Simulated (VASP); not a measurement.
# HfN (R3m) in VASP: notebook

The runs below take HfN through single point, with PBEsol.

Program: VASP 6.6.1. These are calculated values, not measurements. Logs are shortened: lines on timing, memory, paths and dates and some standing lists are left out, and cuts for length are marked.

## (1) The cell of the first run

Symmetry: R3m, No. 160, trigonal system. The conventional cell has a = 3.472 Å, b = 3.472 Å, c = 8.504 Å, α = 90.00°, β = 90.00°, γ = 120.00°. Within 2.8 Å of Hf (site symmetry 3m) lie 4 N at 2.08 to 2.28 Å. N (site symmetry 3m) has 4 Hf at 2.08 to 2.28 Å within 2.8 Å.

## (2) Single point, PBEsol

INCAR reads:

```
SYSTEM = HfN
PREC = Accurate
ENCUT = 520
EDIFF = 1E-7
ISMEAR = 0
SIGMA = 0.15
LREAL = .FALSE.
LASPH = .TRUE.
NELM = 100
ALGO = Normal
ISIF = 2
LWAVE = .FALSE.
LCHARG = .FALSE.
GGA = PS
NBANDS = 14
```

KPOINTS reads:

```
Automatic mesh
0
G
  16 16 16
  0 0 0
```

POSCAR reads:

```
HfN
1.0
    0.0000000000      2.4548220000      2.4548220000
    2.4548220000      0.0000000000      2.4548220000
    2.4548220000      2.4548220000      0.0000000000
Hf N
1 1
Direct
    0.0000000000      0.0000000000      0.0000000000
    0.8029178126      0.7323607291      0.7323607291
```

Potentials or basis: VASP PAW PBE potentials, release 64 (Hf_pv, N).

Started as:

```
$ cat potpaw_PBE.64/Hf_pv/POTCAR potpaw_PBE.64/N/POTCAR > POTCAR
$ mpirun -np 1 vasp_std > vasp.out
```

OUTCAR:

```text
SYSTEM = HfN
   PREC = Accurate
   ENCUT = 520
   EDIFF = 1E-7
   ISMEAR = 0
   LREAL = .FALSE.
   LASPH = .TRUE.
   NELM = 100
   ISIF = 2
   GGA = PS

 ion  position               nearest neighbor table
   1  0.000  0.000  0.000-   2 2.08   2 2.08   2 2.08   2 2.28
   2  0.803  0.732  0.732-   1 2.08   1 2.08   1 2.08   1 2.28

  LATTYP: Found a face centered cubic cell.
 ALAT       =     4.9096440000

  Lattice vectors:

 A1 = (   0.0000000000,   2.4548220000,   2.4548220000)
 A2 = (   2.4548220000,   0.0000000000,   2.4548220000)
 A3 = (   2.4548220000,   2.4548220000,   0.0000000000)

Analysis of symmetry for initial positions (statically):
=====================================================================
 Subroutine PRICEL returns:
 Original cell was already a primitive cell.

 Routine SETGRP: Setting up the symmetry group for a
 face centered cubic supercell.

 Subroutine GETGRP returns: Found  6 space group operations
 (whereof  6 operations were pure point group operations)
 out of a pool of 48 trial point group operations.

The static configuration has the point symmetry C_3v.

Analysis of symmetry for dynamics (positions and initial velocities):
=====================================================================
 Subroutine PRICEL returns:
 Original cell was already a primitive cell.

 Routine SETGRP: Setting up the symmetry group for a
 face centered cubic supercell.

 Subroutine GETGRP returns: Found  6 space group operations
 (whereof  6 operations were pure point group operations)
 out of a pool of 48 trial point group operations.

The dynamic configuration has the point symmetry C_3v.

 Subroutine INISYM returns: Found  6 space group operations
 (whereof  6 operations are pure point group operations),
 and found     1 'primitive' translations

----------------------------------------------------------------------------------------

                                     Primitive cell

  volume of cell :      29.5863

  direct lattice vectors                    reciprocal lattice vectors
     0.000000000  2.454822000  2.454822000    -0.203680756  0.203680756  0.203680756
     2.454822000  0.000000000  2.454822000     0.203680756 -0.203680756  0.203680756
     2.454822000  2.454822000  0.000000000     0.203680756  0.203680756 -0.203680756

  length of vectors
     3.471642566  3.471642566  3.471642566     0.352785417  0.352785417  0.352785417

  position of ions in fractional coordinates (direct lattice)
     0.000000000  0.000000000  0.000000000
     0.802917813  0.732360729  0.732360729

  ion indices of the primitive-cell ions
   primitive index   ion index
                 1           1
                 2           2

----------------------------------------------------------------------------------------

 KPOINTS: Automatic mesh

Automatic generation of k-mesh.
 Grid dimensions read from file:
 generate k-points for:   16   16   16

 Generating k-lattice:

  Cartesian coordinates                     Fractional coordinates (reciprocal lattice)
    -0.012730047  0.012730047  0.012730047     0.062500000  0.000000000  0.000000000
     0.012730047 -0.012730047  0.012730047     0.000000000  0.062500000  0.000000000
     0.012730047  0.012730047 -0.012730047     0.000000000  0.000000000  0.062500000

  Length of vectors
     0.022049089  0.022049089  0.022049089

  Shift w.r.t. Gamma in fractional coordinates (k-lattice)
     0.000000000  0.000000000  0.000000000

 Subroutine IBZKPT returns following result:
 ===========================================

 Found    417 irreducible k-points:

 Following reciprocal coordinates:
            Coordinates               Weight
  0.000000  0.000000  0.000000      1.000000
  0.062500  0.000000  0.000000      2.000000
  0.000000  0.062500  0.000000      6.000000
  0.125000  0.000000  0.000000      2.000000
  0.000000  0.125000  0.000000      6.000000
  0.187500  0.000000  0.000000      2.000000
[... 16 lines left out ...]
  0.000000  0.187500  0.062500     12.000000
  0.062500  0.000000  0.187500      6.000000
 [... further k-points ...]
   k-points           NKPTS =    417   k-points in BZ     NKDIM =    417   number of bands    NBANDS=     14
   number of dos      NEDOS =    301   number of ions     NIONS =      2
   total plane-waves  NPLWV =  21952
   dimension x,y,z NGX =    28 NGY =   28 NGZ =   28
   dimension x,y,z NGXF=    56 NGYF=   56 NGZF=   56
   ions per type =               1   1
   NGX,Y,Z   is equivalent  to a cutoff of  13.41, 13.41, 13.41 a.u.
   NGXF,Y,Z  is equivalent  to a cutoff of  26.82, 26.82, 26.82 a.u.
 SYSTEM =  HfN
   PREC   = accura    normal or accurate (medium, high low for compatibility)
   ISTART =      0    job   : 0-new  1-cont  2-samecut
   ICHARG =      2    charge: 1-file 2-atom 10-const
   ISPIN  =      1    spin polarized calculation?
   LNONCOLLINEAR =      F non collinear calculations
   LSORBIT =      F    spin-orbit coupling
   LASPH  =      T    aspherical Exc in radial PAW
   ENCUT  =  520.0 eV  38.22 Ry    6.18 a.u.   6.45  6.45  6.45*2*pi/ulx,y,z
   NELM   =    100;   NELMIN=  2; NELMDL= -5     # of ELM steps
   EDIFF  = 0.1E-06   stopping-criterion for ELM
   LREAL  =      F    real-space projection
   EDIFFG = 0.1E-05   stopping-criterion for IOM
   NSW    =      0    number of steps for IOM
   IBRION =     -1    ionic relax: 0-MD 1-quasi-New 2-CG
   NFREE  =      0    steps in history (QN), initial steepest desc. (CG)
   ISIF   =      2    stress and relaxation
   ISYM   =      2    0-nonsym 1-usesym 2-fastsym
   POTIM  = 0.5000    time-step for ionic-motion
   TEBEG  =    0.0;   TEEND  =   0.0 temperature during run
   PSTRESS=    0.0 pullay stress
   NELECT =      15.0000    total number of electrons
   NUPDOWN=      -1.0000    fix difference up-down
   EMIN   =  10.00;   EMAX   =-10.00  energy-range for DOS
   EFERMI =   0.00;   METHOD = LEGACY
   ISMEAR =     0;   SIGMA  =   0.15  broadening in eV -4-tet -1-fermi 0-gaus
   EFERMI_NEDOS =   21; number of points for ismear=-14 and -15
   IALGO  =     38    algorithm
   IMIX   =      4    mixing-type and parameters
     AMIX     =   0.40;   BMIX     =  1.00
     AMIX_MAG =   1.60;   BMIX_MAG =  1.00
  volume/ion in A,a.u.               =      14.79        99.83
  Fermi-wavevector in a.u.,A,eV,Ry     =   1.305395  2.466839 23.185087  1.704056
  Thomas-Fermi vector in A             =   2.436267
   LORBIT       =      0    0 simple, 1 ext, 2 COOP (PROOUT), +10 PAW based schemes
   GGA     = PS    functional components
   LHFCALC =     F    Hartree Fock is set to
   AEXX    =    0.0000 exact exchange contribution
   IVDW    =     0    specifies the selected vdW correction
   LEPSILON=     F    determine dielectric tensor
   LRPA    =     F    only Hartree local field effects (RPA)
 non-spin polarized calculation
 Gauss-broadening in eV      SIGMA  =   0.15
  energy-cutoff  :      520.00
  volume of cell :       29.59
 maximum number of plane-waves:       821
 NGX is ok and might be reduce to    28
   NGX = 13   NGY = 13   NGZ = 13

 number of electron      15.0000001 magnetization

 Free energy of the ion-electron system (eV)
  ---------------------------------------------------
  ext. energy  EPLUGINS =         0.00000000
  ---------------------------------------------------
  free energy    TOTEN  =       -22.14517863 eV

  energy without entropy =      -22.13693662  energy(sigma->0) =      -22.14105762

 E-fermi :   5.5683     XC(G=0): -11.3927

 val. band max:        5.5492746288   @ k =   0.1875   0.0000   0.3750
 cond. band min:       5.5691763913   @ k =   0.4375   0.2500   0.0000
 fundamental gap:      0.0199017625
 Fermi energy:         5.5683208375

 k-point     1 :       0.0000    0.0000    0.0000
  band No.  band energies     occupation
      1     -25.4541      2.00000
      2     -25.4541      2.00000
      3     -25.4394      2.00000
      4     -10.5045      2.00000
      5       0.0194      2.00000
      6       0.0194      2.00000
      7       0.4759      2.00000
      8       4.8166      2.00000
      9       7.7802      0.00000
     10       7.7802      0.00000
     11      11.1941      0.00000
     12      12.8276      0.00000
     13      12.8276      0.00000
     14      18.4725      0.00000

 k-point     2 :       0.0625    0.0000    0.0000
  band No.  band energies     occupation
      1     -25.4565      2.00000
      2     -25.4563      2.00000
      3     -25.4563      2.00000
      4     -10.4652      2.00000
      5       0.0390      2.00000
      6       0.0390      2.00000
      7       0.3650      2.00000
      8       5.0629      2.00000
      9       7.7376      0.00000
     10       7.7376      0.00000
     11      11.0996      0.00000
     12      12.9054      0.00000
     13      12.9054      0.00000
     14      18.5355      0.00000

 k-point     3 :       0.0000    0.0625    0.0000
  band No.  band energies     occupation
      1     -25.4732      2.00000
      2     -25.4567      2.00000
      3     -25.4423      2.00000
      4     -10.4532      2.00000
      5      -0.0593      2.00000
      6       0.0618      2.00000
      7       0.4845      2.00000
      8       5.0189      2.00000
      9       7.7020      0.00000
     10       7.7133      0.00000
     11      11.3162      0.00000
     12      12.7205      0.00000
     13      12.8867      0.00000
     14      17.7721      0.00000
[... 324 lines left out ...]
 k-point    23 :       0.0000    0.1875    0.0625
  band No.  band energies     occupation
      1     -25.5846      2.00000
      2     -25.4764      2.00000
      3     -25.4638      2.00000
      4     -10.1440      2.00000
      5      -0.4279      2.00000
      6       0.3106      2.00000
      7       0.5780      2.00000
      8       6.0873      0.00000
      9       7.1164      0.00000
     10       7.7975      0.00000
     11      11.6067      0.00000
     12      12.3025      0.00000
     13      13.0434      0.00000
     14      15.7799      0.00000

 k-point    24 :       0.0625    0.0000    0.1875
  band No.  band energies     occupation
      1     -25.5925      2.00000
      2     -25.4814      2.00000
      3     -25.4557      2.00000
      4     -10.1253      2.00000
      5      -0.4553      2.00000
      6       0.3670      2.00000
      7       0.6222      2.00000
      8       5.9802      0.00010
      9       7.1972      0.00000
     10       7.6586      0.00000
     11      11.8182      0.00000
     12      12.3195      0.00000
     13      12.8023      0.00000
     14      15.7451      0.00000

 [... further k-points ...]
[... 5 lines left out ...]
  --------------------------------------------------------------------------------------
  -------------------------------------------------------------------------------------
  Total       -0.7289785     -0.7289785     -0.7289785      0.6659991     -0.6659991      0.6659991
  in kB      -39.4761924    -39.4761924    -39.4761924     36.0656863    -36.0656863     36.0656863
  external PRESSURE =     -39.4761924 kB  Pullay stress =       0.0000000 kB

 VOLUME and BASIS-vectors are now :
 -----------------------------------------------------------------------------
  energy-cutoff  :      520.00
  volume of cell :       29.59
      direct lattice vectors                 reciprocal lattice vectors
     0.000000000  2.454822000  2.454822000    -0.203680756  0.203680756  0.203680756
     2.454822000  0.000000000  2.454822000     0.203680756 -0.203680756  0.203680756
     2.454822000  2.454822000  0.000000000     0.203680756  0.203680756 -0.203680756

 POSITION                                       TOTAL-FORCE (eV/Angst)
 -----------------------------------------------------------------------------------
      0.00000      0.00000      0.00000        -0.783345      0.783345      0.783345
      3.59563      3.76884      3.76884         0.783345     -0.783345     -0.783345
 -----------------------------------------------------------------------------------
    total drift:                               -0.000022      0.000022      0.000022

  FREE ENERGIE OF THE ION-ELECTRON SYSTEM (eV)
  ---------------------------------------------------
  free  energy   TOTEN  =       -22.1451786256 eV

  energy  without entropy=      -22.1369366213  energy(sigma->0) =      -22.14105762
```

It took 2.4 min on 1 thread of Intel Xeon Platinum 8124M at 3.00GHz (Skylake/Cascade Lake), shared host; peak memory 0.31 GiB.

Results:

```
Free energy   : -22.1452 eV
Pressure      : -3.9 GPa
Largest force : 1.357 eV/Å
```

Forces on the atoms (eV/Å):
```
Hf  -0.783  0.783  0.783
N    0.783 -0.783 -0.783
```

Levels at points of the mesh, in eV from the Fermi level:
```tsv
k point	band 3	band 4	band 5	band 6	band 7	band 8	band 9	band 10	band 11	band 12
(0.00, 0.00, 0.00)	-31.01	-16.07	-5.55	-5.55	-5.09	-0.75	2.21	2.21	5.63	7.26
(0.50, 0.00, 0.00)	-31.08	-15.18	-5.65	-5.20	-5.20	2.27	2.86	2.86	4.32	6.23
(0.00, 0.50, 0.00)	-31.07	-14.87	-5.71	-4.86	-4.50	1.31	2.09	3.18	3.98	5.12
(0.50, 0.50, 0.00)	-31.17	-14.57	-6.87	-3.63	-3.57	-1.07	2.24	4.02	4.60	4.80
```

Caveat: the cell differs from its parent crystal (all N atoms moved -0.150 Å, as atom 2 towards its neighbour atom 1 (Hf) at 2.126 Å); the PAW data sets were made with another functional, which shifts forces and pressure a little; spin-orbit coupling is left out, which moves the levels of the heavy elements.

(Part 1 of 3 ends here.)
